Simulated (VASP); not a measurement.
**ZnS (zinc blende type): single point with HSE06**

Crystal: ZnS (zinc blende type).

```
Zn S
1.0
     0.00000    2.70671    2.70671
     2.70671    0.00000    2.70671
     2.70671    2.70671    0.00000
Zn S
1 1
Direct
  0.00000 0.00000 0.00000
  0.25000 0.25000 0.25000
```

| Property | Result |
| --- | --- |
| Program | VASP 6.6.1 |
| Task | single point |
| Functional | HSE06 |
| Potentials or basis | VASP PAW PBE potentials, release 64 (Zn, S) |
| Cutoff | 520 eV |
| k mesh | 4 × 4 × 4 |
| Occupations | fermi-dirac, width 0.05 eV |
| Spin | no spin polarisation |
| Dipole correction | no |
| Grid for exact exchange (PRECFOCK) | Normal |
| Further INCAR settings | ALGO = Normal; EDIFF = 1e-07; NBANDS = 16 |
| Screening parameter | 0.2079 1/Å |

- Pressure: 0.8 GPa
- Band gap on the k mesh: 3.32 eV, direct

Levels at points of the mesh, in eV from the valence-band top:
```csv
k point,band 7,band 8,band 9,band 10,band 11,band 12
"(0.00, 0.00, 0.00)",0.00,0.00,0.00,3.32,7.68,7.68
"(0.50, 0.00, 0.00)",-5.56,-0.90,-0.90,4.54,8.18,8.18
"(0.50, 0.50, 0.00)",-4.96,-2.33,-2.33,4.39,5.26,12.52
```

Wall time 5.8 min on 1 thread of AMD EPYC 9R45 96-Core Processor (Zen 5) (shared host), peak memory 0.22 GiB.

Caveat: the k points lie up to 0.50 Å⁻¹ apart; the PAW data sets were made with another functional, which shifts forces and pressure a little.
